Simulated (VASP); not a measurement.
# In2SiH2 (P-6m2) in VASP: further runs

In2SiH2 is run at these levels: PBE; tasks: single point.

Everything below comes from runs of VASP 6.6.1. Logs are shortened: lines on timing, memory, paths and dates and some standing lists are left out, and cuts for length are marked.

## (1) The cell of the first run

It takes space group P-6m2 (No. 187, hexagonal). The conventional cell has a = 4.636 Å, b = 4.636 Å, c = 5.271 Å, α = 90.00°, β = 90.00°, γ = 120.00°. In (site symmetry -6m2) has 2 H at 2.23 Å within 3.0 Å. In (site symmetry -6m2) has 3 Si at 2.68 Å and 6 H at 2.71 Å within 3.5 Å. Si (site symmetry -6m2) has 3 In at 2.68 Å and 6 H at 2.71 Å within 3.5 Å. H (site symmetry 3m) has 1 H at 0.80 Å within 1.1 Å.

## (2) Single point, PBE

File INCAR:

```
PREC = Accurate
ENCUT = 500
EDIFF = 1E-6
ISMEAR = 0
SIGMA = 0.15
LREAL = False
LASPH = True
NELM = 120
ALGO = Normal
ISIF = 2
LWAVE = False
LCHARG = True
GGA = PE
LELF = True
LVHAR = True
NBANDS = 24
GGA_COMPAT = False
```

File KPOINTS:

```
regular mesh
0
Gamma
  4 4 2
```

File POSCAR:

```
In2SiH2
1.0
    4.6360713685      0.0000000000      0.0000000000
   -2.3180356842      4.0149555788      0.0000000000
    0.0000000000      0.0000000000      5.2711101614
In Si H
2 1 2
Direct
    0.6666666667      0.3333333333      0.0000000000
    0.0000000000      0.0000000000      0.5000000000
    0.3333333333      0.6666666667      0.5000000000
    0.6666666667      0.3333333333      0.5760459057
    0.6666666667      0.3333333333      0.4239540943
```

Potentials or basis: VASP PAW PBE potentials, release 64 (In_d, Si, H).

The run is started by

```console
$ cat potpaw_PBE.64/In_d/POTCAR potpaw_PBE.64/Si/POTCAR potpaw_PBE.64/H/POTCAR > POTCAR
$ mpirun -np 1 vasp_std > vasp.out
```

OUTCAR:

```text
PREC = Accurate
   ENCUT = 500
   EDIFF = 1E-6
   ISMEAR = 0
   LREAL = False
   LASPH = True
   NELM = 120
   ISIF = 2
   GGA = PE

 ion  position               nearest neighbor table
   1  0.667  0.333  0.000-   4 2.23   5 2.23   2 3.76   2 3.76   2 3.76   2 3.76   2 3.76   2 3.76

   2  0.000  0.000  0.500-   3 2.68   3 2.68   3 2.68   1 3.76   1 3.76   1 3.76   1 3.76   1 3.76
                             1 3.76
   3  0.333  0.667  0.500-   2 2.68   2 2.68   2 2.68
   4  0.667  0.333  0.576-   5 0.80   1 2.23
   5  0.667  0.333  0.424-   4 0.80   1 2.23

  LATTYP: Found a hexagonal cell.
 ALAT       =     4.6360713685
 C/A-ratio  =     1.1369777862

  Lattice vectors:

 A1 = (   4.6360713685,   0.0000000000,   0.0000000000)
 A2 = (  -2.3180356842,   4.0149555788,   0.0000000000)
 A3 = (   0.0000000000,   0.0000000000,   5.2711101614)

Analysis of symmetry for initial positions (statically):
=====================================================================
 Subroutine PRICEL returns:
 Original cell was already a primitive cell.

 Routine SETGRP: Setting up the symmetry group for a
 hexagonal supercell.

 Subroutine GETGRP returns: Found 12 space group operations
 (whereof 12 operations were pure point group operations)
 out of a pool of 24 trial point group operations.

The static configuration has the point symmetry D_3h.

Analysis of symmetry for dynamics (positions and initial velocities):
=====================================================================
 Subroutine PRICEL returns:
 Original cell was already a primitive cell.

 Routine SETGRP: Setting up the symmetry group for a
 hexagonal supercell.

 Subroutine GETGRP returns: Found 12 space group operations
 (whereof 12 operations were pure point group operations)
 out of a pool of 24 trial point group operations.

The dynamic configuration has the point symmetry D_3h.

 Subroutine INISYM returns: Found 12 space group operations
 (whereof 12 operations are pure point group operations),
 and found     1 'primitive' translations

----------------------------------------------------------------------------------------

                                     Primitive cell

  volume of cell :      98.1144

  direct lattice vectors                    reciprocal lattice vectors
     4.636071368  0.000000000  0.000000000     0.215699872  0.124534379  0.000000000
    -2.318035684  4.014955579  0.000000000     0.000000000  0.249068758  0.000000000
     0.000000000  0.000000000  5.271110161     0.000000000  0.000000000  0.189713356

  length of vectors
     4.636071368  4.636071368  5.271110161     0.249068758  0.249068758  0.189713356

  position of ions in fractional coordinates (direct lattice)
     0.666666667  0.333333333  0.000000000
     0.000000000  0.000000000  0.500000000
     0.333333333  0.666666667  0.500000000
     0.666666667  0.333333333  0.576045906
     0.666666667  0.333333333  0.423954094

  ion indices of the primitive-cell ions
   primitive index   ion index
                 1           1
                 2           2
                 3           3
                 4           4
                 5           5

----------------------------------------------------------------------------------------

 KPOINTS: regular mesh

Automatic generation of k-mesh.
 Grid dimensions read from file:
 generate k-points for:    4    4    2

 Generating k-lattice:

  Cartesian coordinates                     Fractional coordinates (reciprocal lattice)
     0.053924968  0.031133595  0.000000000     0.250000000  0.000000000  0.000000000
     0.000000000  0.062267190  0.000000000     0.000000000  0.250000000  0.000000000
     0.000000000  0.000000000  0.094856678     0.000000000  0.000000000  0.500000000

  Length of vectors
     0.062267190  0.062267190  0.094856678

  Shift w.r.t. Gamma in fractional coordinates (k-lattice)
     0.000000000  0.000000000  0.000000000

 Subroutine IBZKPT returns following result:
 ===========================================

 Found      8 irreducible k-points:

 Following reciprocal coordinates:
            Coordinates               Weight
  0.000000  0.000000  0.000000      1.000000
  0.250000  0.000000  0.000000      6.000000
  0.500000  0.000000  0.000000      3.000000
  0.250000  0.250000  0.000000      6.000000
  0.000000  0.000000  0.500000      1.000000
  0.250000  0.000000  0.500000      6.000000
  0.500000  0.000000  0.500000      3.000000
  0.250000  0.250000  0.500000      6.000000
   k-points           NKPTS =      8   k-points in BZ     NKDIM =      8   number of bands    NBANDS=     24
   number of dos      NEDOS =    301   number of ions     NIONS =      5
   total plane-waves  NPLWV =  51840
   dimension x,y,z NGX =    36 NGY =   36 NGZ =   40
   dimension x,y,z NGXF=    72 NGYF=   72 NGZF=   80
   ions per type =               2   1   2
   NGX,Y,Z   is equivalent  to a cutoff of  12.91, 12.91, 12.62 a.u.
   NGXF,Y,Z  is equivalent  to a cutoff of  25.82, 25.82, 25.23 a.u.
 SYSTEM =  unknown system
   PREC   = accura    normal or accurate (medium, high low for compatibility)
   ISTART =      0    job   : 0-new  1-cont  2-samecut
   ICHARG =      2    charge: 1-file 2-atom 10-const
   ISPIN  =      1    spin polarized calculation?
   LNONCOLLINEAR =      F non collinear calculations
   LSORBIT =      F    spin-orbit coupling
   LASPH  =      T    aspherical Exc in radial PAW
   ENCUT  =  500.0 eV  36.75 Ry    6.06 a.u.   8.45  8.45  9.61*2*pi/ulx,y,z
   NELM   =    120;   NELMIN=  2; NELMDL= -5     # of ELM steps
   EDIFF  = 0.1E-05   stopping-criterion for ELM
   LREAL  =      F    real-space projection
   EDIFFG = 0.1E-04   stopping-criterion for IOM
   NSW    =      0    number of steps for IOM
   IBRION =     -1    ionic relax: 0-MD 1-quasi-New 2-CG
   NFREE  =      0    steps in history (QN), initial steepest desc. (CG)
   ISIF   =      2    stress and relaxation
   ISYM   =      2    0-nonsym 1-usesym 2-fastsym
   POTIM  = 0.5000    time-step for ionic-motion
   TEBEG  =    0.0;   TEEND  =   0.0 temperature during run
   PSTRESS=    0.0 pullay stress
   NELECT =      32.0000    total number of electrons
   NUPDOWN=      -1.0000    fix difference up-down
   EMIN   =  10.00;   EMAX   =-10.00  energy-range for DOS
   EFERMI =   0.00;   METHOD = LEGACY
   ISMEAR =     0;   SIGMA  =   0.15  broadening in eV -4-tet -1-fermi 0-gaus
   EFERMI_NEDOS =   21; number of points for ismear=-14 and -15
   IALGO  =     38    algorithm
   IMIX   =      4    mixing-type and parameters
     AMIX     =   0.40;   BMIX     =  1.00
     AMIX_MAG =   1.60;   BMIX_MAG =  1.00
  volume/ion in A,a.u.               =      19.62       132.42
  Fermi-wavevector in a.u.,A,eV,Ry     =   1.126887  2.129508 17.277700  1.269875
  Thomas-Fermi vector in A             =   2.263571
   LORBIT       =      0    0 simple, 1 ext, 2 COOP (PROOUT), +10 PAW based schemes
   GGA     = PE    functional components
   LHFCALC =     F    Hartree Fock is set to
   AEXX    =    0.0000 exact exchange contribution
   IVDW    =     0    specifies the selected vdW correction
   LEPSILON=     F    determine dielectric tensor
   LRPA    =     F    only Hartree local field effects (RPA)
 non-spin polarized calculation
 Gauss-broadening in eV      SIGMA  =   0.15
  energy-cutoff  :      500.00
  volume of cell :       98.11
 maximum number of plane-waves:      2521
 NGX is ok and might be reduce to    36
   NGX = 17   NGY = 17   NGZ = 19

 number of electron      32.0000027 magnetization

 Free energy of the ion-electron system (eV)
  ---------------------------------------------------
  ext. energy  EPLUGINS =         0.00000000
  ---------------------------------------------------
  free energy    TOTEN  =       -14.97799733 eV

  energy without entropy =      -14.94020862  energy(sigma->0) =      -14.95910298

 E-fermi :   4.1709     XC(G=0):  -9.0101

 val. band max:        4.1680680447   @ k =   0.2500   0.2500   0.5000
 cond. band min:       4.5085728857   @ k =   0.0000   0.0000   0.0000
 fundamental gap:      0.3405048410
 Fermi energy:         4.1709195544

 k-point     1 :       0.0000    0.0000    0.0000
  band No.  band energies     occupation
      1     -10.0296      2.00000
      2      -9.9008      2.00000
      3      -9.9008      2.00000
      4      -9.8844      2.00000
      5      -9.8844      2.00000
      6      -9.8752      2.00000
[... 16 lines left out ...]
     23      10.2871      0.00000
     24      11.1579      0.00000

 k-point     2 :       0.2500    0.0000    0.0000
  band No.  band energies     occupation
      1     -10.0018      2.00000
      2      -9.9165      2.00000
      3      -9.9120      2.00000
      4      -9.8992      2.00000
      5      -9.8789      2.00000
      6      -9.8753      2.00000
[... 16 lines left out ...]
     23      10.1912      0.00000
     24      11.4690      0.00000

 k-point     3 :       0.5000    0.0000    0.0000
  band No.  band energies     occupation
      1      -9.9912      2.00000
      2      -9.9217      2.00000
      3      -9.9179      2.00000
      4      -9.8986      2.00000
      5      -9.8741      2.00000
      6      -9.8728      2.00000
[... 16 lines left out ...]
     23      11.1904      0.00000
     24      11.9335      0.00000

 k-point     4 :       0.2500    0.2500    0.0000
  band No.  band energies     occupation
      1      -9.9706      2.00000
      2      -9.9354      2.00000
      3      -9.9321      2.00000
      4      -9.8879      2.00000
      5      -9.8799      2.00000
      6      -9.8658      2.00000
[... 16 lines left out ...]
     23      12.8348      0.00000
     24      13.2134      0.00000

 k-point     5 :       0.0000    0.0000    0.5000
  band No.  band energies     occupation
      1      -9.9781      2.00000
      2      -9.9186      2.00000
      3      -9.9186      2.00000
      4      -9.9055      2.00000
      5      -9.9055      2.00000
      6      -9.8798      2.00000
[... 16 lines left out ...]
     23       8.8285      0.00000
     24       9.7916      0.00000

 k-point     6 :       0.2500    0.0000    0.5000
  band No.  band energies     occupation
      1      -9.9549      2.00000
      2      -9.9142      2.00000
      3      -9.9057      2.00000
      4      -9.9036      2.00000
      5      -9.8851      2.00000
      6      -9.8783      2.00000
[... 16 lines left out ...]
     23      10.2666      0.00000
     24      11.0157      0.00000

 k-point     7 :       0.5000    0.0000    0.5000
  band No.  band energies     occupation
      1      -9.9400      2.00000
      2      -9.9028      2.00000
      3      -9.8919      2.00000
      4      -9.8895      2.00000
      5      -9.8860      2.00000
      6      -9.8617      2.00000
[... 16 lines left out ...]
     23      12.0319      0.00000
     24      12.3328      0.00000

 k-point     8 :       0.2500    0.2500    0.5000
  band No.  band energies     occupation
      1      -9.9315      2.00000
      2      -9.9048      2.00000
      3      -9.8897      2.00000
      4      -9.8867      2.00000
      5      -9.8784      2.00000
      6      -9.8643      2.00000
[... 16 lines left out ...]
     23      11.1933      0.00000
     24      12.5231      0.00000

------------------------ aborting loop because EDIFF is reached ----------------------------------------

  FORCE on cell =-STRESS in cart. coord.  units (eV):
  Direction    XX          YY          ZZ          XY          YZ          ZX
  --------------------------------------------------------------------------------------
  -------------------------------------------------------------------------------------
  Total        0.0880348      0.0880348     -0.1852353      0.0000000      0.0000000      0.0000000
  in kB        1.4375802      1.4375802     -3.0248325      0.0000000      0.0000000      0.0000000
  external PRESSURE =      -0.0498907 kB  Pullay stress =       0.0000000 kB

 VOLUME and BASIS-vectors are now :
 -----------------------------------------------------------------------------
  energy-cutoff  :      500.00
  volume of cell :       98.11
      direct lattice vectors                 reciprocal lattice vectors
     4.636071368  0.000000000  0.000000000     0.215699872  0.124534379  0.000000000
    -2.318035684  4.014955579  0.000000000     0.000000000  0.249068758  0.000000000
     0.000000000  0.000000000  5.271110161     0.000000000  0.000000000  0.189713356

 POSITION                                       TOTAL-FORCE (eV/Angst)
 -----------------------------------------------------------------------------------
      2.31804      1.33832      0.00000         0.000000     -0.000000     -0.000000
      0.00000      0.00000      2.63556        -0.000000      0.000000     -0.000000
     -0.00000      2.67664      2.63556         0.000000     -0.000000     -0.000000
      2.31804      1.33832      3.03640        -0.000000      0.000000     -0.065835
      2.31804      1.33832      2.23471        -0.000000      0.000000      0.065835
 -----------------------------------------------------------------------------------
    total drift:                               -0.000000      0.000000      0.000000

  FREE ENERGIE OF THE ION-ELECTRON SYSTEM (eV)
  ---------------------------------------------------
  free  energy   TOTEN  =       -14.9779973344 eV

  energy  without entropy=      -14.9402086231  energy(sigma->0) =      -14.95910298
```

Wall time 47 s (1 thread of Intel Xeon 8259CL, shared host); peak memory 0.22 GiB.

What came out:

```yaml
Free_energy: -14.9780 eV
Pressure: 0.0 GPa
Largest_force: 0.066 eV/Å
Band_gap_on_the_k_mesh: zero (band 16 reaches 4.60 eV, above the bottom of band 17 at 4.17 eV)
```

Forces on the atoms (eV/Å):
```
In   0.000  0.000  0.000
In   0.000  0.000  0.000
Si   0.000  0.000  0.000
H    0.000  0.000 -0.066
H    0.000  0.000  0.066
```

Levels at points of the mesh, in eV from the Fermi level:
```tsv
k point	band 14	band 15	band 16	band 17	band 18	band 19
(0.00, 0.00, 0.00)	-2.32	-0.12	-0.12	0.34	1.77	1.77
(0.50, 0.00, 0.00)	-2.33	-1.77	-0.26	0.35	1.25	3.64
(0.00, 0.00, 0.50)	-0.03	-0.03	0.42	1.48	2.84	2.84
(0.50, 0.00, 0.50)	-3.61	-1.86	-1.43	1.90	2.37	3.77
```

Caveat: the k points lie up to 0.60 Å⁻¹ apart; spin-orbit coupling is left out, which moves the levels of the heavy elements.

## (3) Single point, PBE

This run uses another cell than the first one, of 19.99 Å³/atom, 1.019 times its volume.

File INCAR:

```
SYSTEM = In2SiH2
ALGO = Normal ; EDIFF = 1E-6
ENCUT = 500 ; GGA = PE
GGA_COMPAT = .FALSE. ; ISIF = 2
ISMEAR = 0 ; LASPH = .TRUE.
LCHARG = .TRUE. ; LELF = .TRUE.
LREAL = .FALSE. ; LVHAR = .TRUE.
LWAVE = .FALSE. ; NBANDS = 24
NELM = 120 ; PREC = Accurate
SIGMA = 0.15
```

File KPOINTS:

```
k-points
0
G
  4 4 2
  0 0 0
```

File POSCAR:

```
In2SiH2
1.0
    4.4085366389     -0.0000000034      0.0000000000
   -2.2042683165      3.8179047245      0.0000000000
    0.0000000000      0.0000000000      5.9374112227
In Si H
2 1 2
Direct
    0.0000000000      0.0000000000      0.7549076845
    0.0000000000      0.0000000000      0.2450923155
    0.6666666667      0.3333333333      0.5000000000
    0.3333333333      0.6666666667      0.4348275515
    0.3333333333      0.6666666667      0.5651724485
```

Potentials or basis: VASP PAW PBE potentials, release 64 (In_d, Si, H).

The run is started by

```console
$ cat potpaw_PBE.64/In_d/POTCAR potpaw_PBE.64/Si/POTCAR potpaw_PBE.64/H/POTCAR > POTCAR
$ mpirun -np 1 vasp_std > vasp.out
```

Run time: 40 s. Hardware: 1 thread of Intel Xeon 8259CL, shared host; peak memory 0.22 GiB.

Results (log left out):

```
Free energy            : -15.2257 eV
Pressure               : 0.2 GPa
Largest force          : 0.051 eV/Å
Band gap on the k mesh : zero (band 16 reaches 4.48 eV, above the bottom of band 17 at 3.18 eV)
```

Forces on the atoms (eV/Å):
```
In   0.000  0.000 -0.021
In   0.000  0.000  0.021
Si   0.000  0.000  0.000
H    0.000  0.000 -0.051
H    0.000  0.000  0.051
```

Stress tensor (GPa, compression positive):
```
0.31 0.00 0.00
0.00 0.31 0.00
0.00 0.00 0.04
```

Levels at points of the mesh, in eV from the Fermi level:
| k point | band 12 | band 13 | band 14 | band 15 | band 16 | band 17 | band 18 | band 19 | band 20 | band 21 |
| --- | --- | --- | --- | --- | --- | --- | --- | --- | --- | --- |
| (0.00, 0.00, 0.00) | -5.23 | -4.12 | -3.44 | 0.06 | 0.06 | 1.08 | 2.56 | 2.56 | 4.19 | 5.37 |
| (0.50, 0.00, 0.00) | -7.44 | -4.55 | -2.13 | -1.41 | -1.33 | -1.05 | 1.15 | 3.79 | 4.06 | 4.85 |
| (0.00, 0.00, 0.50) | -6.17 | -4.82 | -0.49 | 0.24 | 0.24 | 0.70 | 3.09 | 3.09 | 3.50 | 3.68 |
| (0.50, 0.00, 0.50) | -7.21 | -4.71 | -3.90 | -2.13 | -1.15 | 2.24 | 2.31 | 3.38 | 4.49 | 4.73 |

Caveat: the k points lie up to 0.53 Å⁻¹ apart; spin-orbit coupling is left out, which moves the levels of the heavy elements.

## (4) Single point, PBE

This run uses another cell than the first one, of 20.39 Å³/atom, 1.039 times its volume.

File INCAR:

```
  PREC = Accurate
  ENCUT = 500
  EDIFF = 1E-6
  ISMEAR = 0
  SIGMA = 0.15
  LREAL = False
  LASPH = True
  NELM = 120
  ALGO = Normal
  ISIF = 2
  LWAVE = False
  LCHARG = True
  GGA = PE
  LELF = True
  LVHAR = True
  NBANDS = 24
  GGA_COMPAT = False
```

File KPOINTS:

```
regular mesh
0
Gamma
  4 4 2
```

File POSCAR:

```
In2SiH2
1.0
    4.6916315594     -0.0000000034      0.0000000000
   -2.3458157767      4.0630721174      0.0000000000
    0.0000000000      0.0000000000      5.3486323390
In Si H
2 1 2
Direct
    0.6666666667      0.3333333333      0.5000000000
    0.0000000000      0.0000000000      0.0000000000
    0.6666666667      0.3333333333      0.0000000000
    0.3333333333      0.6666666667      0.5710036214
    0.3333333333      0.6666666667      0.4289963786
```

The run is started by

```console
$ cat potpaw_PBE.64/In_d/POTCAR potpaw_PBE.64/Si/POTCAR potpaw_PBE.64/H/POTCAR > POTCAR
$ mpirun -np 1 vasp_std > vasp.out
```

It took 51 s on 1 thread of Intel Xeon 8259CL, shared host; peak memory 0.22 GiB.

The run converged. Its results:

| Quantity | Value |
| --- | --- |
| Free energy | -16.2481 eV |
| Pressure | 0.4 GPa |
| Largest force | 0.074 eV/Å |
| Band gap on the k mesh | zero (band 16 reaches 4.73 eV, above the bottom of band 17 at 3.85 eV) |

Forces on the atoms (eV/Å):
```
In   0.000  0.000  0.000
In   0.000  0.000  0.000
Si   0.000  0.000  0.000
H    0.000  0.000 -0.074
H    0.000  0.000  0.074
```

Stress tensor (GPa, compression positive):
```
 0.65  0.00  0.00
 0.00  0.65  0.00
 0.00  0.00 -0.14
```

Levels at points of the mesh, in eV from the Fermi level:
```
           k point  band 14  band 15  band 16  band 17  band 18  band 19
(0.00, 0.00, 0.00)    -2.85    -1.41    -1.41    -0.95     2.14     2.14
(0.50, 0.00, 0.00)    -2.87    -2.87    -2.55     0.54     0.82     2.07
(0.00, 0.00, 0.50)    -1.42    -0.97    -0.97     1.94     1.94     2.48
(0.50, 0.00, 0.50)    -5.75    -2.06    -1.00     0.12     0.89     3.44
```

Caveat: the k points lie up to 0.59 Å⁻¹ apart; spin-orbit coupling is left out, which moves the levels of the heavy elements.

## (5) Summary

```tsv
cell	gap on the mesh (eV)	pressure (GPa)	largest force (eV/Å)
a = 4.636, b = 4.636, c = 5.271 Å, angles 90.0, 90.0, 120.0°, 5 atoms	none	0.0	0.07
a = 4.409, b = 4.409, c = 5.937 Å, angles 90.0, 90.0, 120.0°, 5 atoms	none	0.2	0.05
a = 4.692, b = 4.692, c = 5.349 Å, angles 90.0, 90.0, 120.0°, 5 atoms	none	0.4	0.07
```

Alike in all rows: task single point; level PBE; potentials or basis VASP PAW PBE potentials, release 64 (In_d, Si, H); no spin polarisation; k mesh 4 × 4 × 2; cutoff (eV) 500; smearing gaussian 0.15 eV.

Caveats: all runs use coarse meshes; spin-orbit coupling is left out, which moves the levels of the heavy elements.

Total energies depend on the potentials used, so only differences within one code and one set of settings carry meaning.
